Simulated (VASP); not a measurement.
KCl, 2 atoms in the cell. It takes space group Fm-3m (No. 225, cubic). Conventional cell: a = 5.699 Å, b = 5.699 Å, c = 5.699 Å, α = 90.00°, β = 90.00°, γ = 90.00°. Within 3.8 Å of K (site symmetry m-3m) lie 6 Cl at 2.85 Å. Cl (site symmetry m-3m) has 6 K at 2.85 Å within 3.8 Å. 

```yaml
Program: VASP 6.6.1
Task: single point
Functional: PBEsol
Potentials_or_basis: VASP PAW PBE potentials, release 64 (K_sv, Cl)
Cutoff: 520 eV
k_mesh: 6 × 6 × 6
Occupations: gaussian, width 0.01 eV
Spin: no spin polarisation
Dipole_correction: no
Further_INCAR_settings: ALGO = Normal; EDIFF = 1e-06; NBANDS = 15
```

Potentials or basis: VASP PAW PBE potentials, release 64 (K_sv, Cl).

Run with:

```sh
$ cat potpaw_PBE.64/K_sv/POTCAR potpaw_PBE.64/Cl/POTCAR > POTCAR
$ mpirun -np 1 vasp_std > vasp.out
```

Hardware: 1 thread of AMD EPYC 7R13 (shared host).

**Question.** How long does it take, and how much memory?

**Answer.** Wall time 25 s on 1 thread of AMD EPYC 7R13, with other jobs on the host, peak memory 0.14 GiB. Counts: scf iterations 12, k points 16.
